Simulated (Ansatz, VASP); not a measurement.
# One calculation of KC2, two programs

```
K C
1.0
     3.64996   -3.10170    0.00000
     3.64996    3.10170    0.00000
     0.00000    0.00000    6.19862
K C
2 4
Cartesian
  3.6500 -1.5504 1.5497
  3.6500 1.5504 4.6490
  3.0192 1.5513 1.5497
  4.2807 1.5513 1.5497
  4.2807 -1.5513 4.6490
  3.0192 -1.5513 4.6490
```

Alike in both runs: functional PBE; k mesh 4 × 4 × 4; occupations gaussian, width 0.1 eV; no spin polarisation.

Ansatz relaxed the structure, and its values are those at the end. VASP's run is a single point on that final structure, the one shown.

|  | VASP | Ansatz |
| --- | --- | --- |
| version | VASP 6.6.1 | Ansatz 0.2.0 |
| potentials or method | VASP PAW PBE potentials, release 64 (K_sv, C_h), cutoff 910 eV | scalar-relativistic, plane waves, PAW |
| valence electrons in the cell | 34 | 34 |

```tsv
	VASP	Ansatz	Ansatz less VASP
gap on the k mesh at the Fermi level (eV)	none	none	-
rms of the force components (eV/Å)	0.023	0.015	-0.0076
```

A gap of «none» marks a metal or a gap that the smearing closes. With one functional, cell and mesh, what is left measures potentials, basis and numerics.

Noted on VASP's run: the cutoff is short for stress, so the pressure is rough.
